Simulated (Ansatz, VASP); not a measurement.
One calculation of V, two programs

```
V
1.0
    -1.51435    1.51435    1.51435
     1.51435   -1.51435    1.51435
     1.51435    1.51435   -1.51435
V
1
Cartesian
  0.0000 0.0000 0.0000
```

Alike in both runs: task single point; functional PBE; k mesh 12 × 12 × 12; occupations gaussian, width 0.027 eV; collinear spin.

|  | VASP | Ansatz |
| --- | --- | --- |
| version | VASP 6.6.1 | Ansatz 0.2.0 |
| potentials or method | VASP PAW PBE potentials, release 64 (V_sv), cutoff 520 eV | all-electron LAPW, scalar-relativistic |

VASP gave:

| Quantity | Value |
| --- | --- |
| gap on the k mesh at the Fermi level (eV) | none |
| pressure (GPa) | -5.1 |
| net moment per atom (μB) | 0.13 |
| size of the moment on the site where the two differ most (μB) | 0.11 |

Question: Which values does Ansatz return?

Answer: gap on the k mesh at the Fermi level (eV): none; pressure (GPa): -5.3; net moment per atom (μB): 0.12; size of the moment on the site where the two differ most (μB): 0.11.

Site moments also hang on the region over which each program counts them. A gap of «none» marks a metal or a gap that the smearing closes. Ansatz ran all-electron here, and VASP with PAW potentials.
